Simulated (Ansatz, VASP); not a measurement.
## Au in VASP and in Ansatz

```
CELL_PARAMETERS angstrom
0.00000 2.04848 2.04848
2.04848 0.00000 2.04848
2.04848 2.04848 0.00000
ATOMIC_POSITIONS crystal
Au 0.00000 0.00000 0.00000
```

Alike in both runs: task single point; functional LDA; k mesh 11 × 11 × 11; occupations fermi-dirac, width 0.05 eV; non-collinear spin, spin-orbit coupling.

|  | VASP | Ansatz |
| --- | --- | --- |
| version | VASP 6.6.1 | Ansatz 0.2.0 |
| potentials or method | VASP PAW LDA potentials, release 64 (Au_sv_GW) | Ansatz PAW |
| plane-wave cutoff (eV) | 540 | 420 |
| valence electrons in the cell | 19 | 19 |

VASP gave:

* pressure (GPa): -6.2

Q: Which values does Ansatz return?

A: Pressure (GPa): -7.8.

LDA's correlation is that of Perdew and Zunger in VASP and of Perdew and Wang (1992) in Ansatz.
